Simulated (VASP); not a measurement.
**BaHfO3: single point with PBEsol**

Crystal: BaHfO3.

```xyz
5
Lattice="4.1581 0.0000 0.0000 0.0000 4.1581 0.0000 0.0000 0.0000 4.1581" Properties=species:S:1:pos:R:3 pbc="T T T"
Ba    0.0000    0.0000    0.0000
O     2.0791    2.0791    0.0000
O     0.0000    2.0791    2.0791
O     2.0791    0.0000    2.0791
Hf    2.0791    2.0791    2.0791
```

| Property | Result |
| --- | --- |
| Program | VASP 6.6.1 |
| Task | single point |
| Functional | PBEsol |
| Potentials or basis | VASP PAW PBE potentials, release 64 (Ba_sv, O, Hf_pv) |
| Cutoff | 600 eV |
| k mesh | 4 × 4 × 4 |
| Occupations | gaussian, width 0.1 eV |
| Spin | no spin polarisation |

- Pressure: -0.5 GPa
- Band gap on the k mesh: 3.49 eV (least direct gap 3.69 eV)

Levels at points of the mesh, in eV from the valence-band top:
```csv
k point,band 16,band 17,band 18,band 19,band 20,band 21,band 22,band 23
"(0.00, 0.00, 0.00)",-1.01,-0.20,-0.20,-0.20,3.49,3.49,3.49,4.59
"(0.50, 0.00, 0.00)",-1.77,-1.76,-0.51,-0.51,4.07,6.37,6.37,6.47
"(0.50, 0.50, 0.00)",-1.00,-0.93,-0.93,-0.08,6.27,6.27,6.61,6.91
"(0.50, 0.50, 0.50)",-2.55,0.00,0.00,0.00,6.00,6.00,6.00,7.89
```

Wall time 16 s on 1 thread of Intel(R) Xeon(R) 6975P-C (Granite Rapids), with other jobs on the host, peak memory 0.21 GiB.

Caveat: the PAW data sets were made with another functional, which shifts forces and pressure a little; spin-orbit coupling is left out, which moves the levels of the heavy elements. A k mesh can miss the band edges.
